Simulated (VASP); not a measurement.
# PbO: single point with PBE

The system is PbO.

```
CELL_PARAMETERS angstrom
3.99000 0.00000 0.00000
0.00000 3.99000 0.00000
0.00000 0.00000 5.01000
ATOMIC_POSITIONS crystal
Pb 0.49940 0.00303 0.76076
Pb 0.00071 0.50496 0.23853
O 0.50002 0.49882 0.99719
O 0.99920 0.99616 0.99881
```

This cell differs from its parent crystal: atoms moved at random.

| Quantity | Value |
| --- | --- |
| Program | VASP 6.6.1 |
| Task | single point |
| Functional | PBE |
| Potentials or basis | VASP PAW PBE potentials, release 64 (Pb_d, O) |
| Cutoff | 520 eV |
| k mesh | 6 × 6 × 5 |
| Occupations | gaussian, width 0.02 eV |
| Spin | no spin polarisation |
| Further INCAR settings | ALGO = Normal; EDIFF = 1e-07 |

```yaml
Pressure: 3.4 GPa
Largest_force: 0.201 eV/Å
Band_gap_on_the_k_mesh: 1.19 eV (least direct gap 2.16 eV)
```

Forces in eV/Å, atoms in the order of the input:
```
Pb   0.005 -0.060 -0.192
Pb  -0.017 -0.132  0.064
O   -0.003  0.035  0.099
O    0.016  0.158  0.029
```

Stress tensor (GPa, compression positive):
```
 3.57  0.00 -0.04
 0.00  3.89 -0.17
-0.04 -0.17  2.67
```

Levels at points of the mesh, in eV from the valence-band top:
```
           k point  band 18  band 19  band 20  band 21  band 22  band 23
(0.00, 0.00, 0.00)    -1.58    -1.58     0.00     2.41     5.48     5.58
(0.50, 0.00, 0.00)    -2.90    -1.64    -1.62     3.37     3.39     6.57
(0.00, 0.50, 0.00)    -2.89    -1.65    -1.62     3.39     3.44     6.60
(0.50, 0.50, 0.00)    -1.62    -0.98    -0.97     1.19     1.19     5.26
```

It took 110 s on 1 thread of AMD EPYC 9R45 (Zen 5) (shared host), peak memory 0.25 GiB.

Caveat: the cell differs from its parent crystal (atoms moved at random); the cell stands under pressure; spin-orbit coupling is left out, which moves the levels of the heavy elements; an odd mesh through Γ misses points on the zone boundary, where band edges can lie.
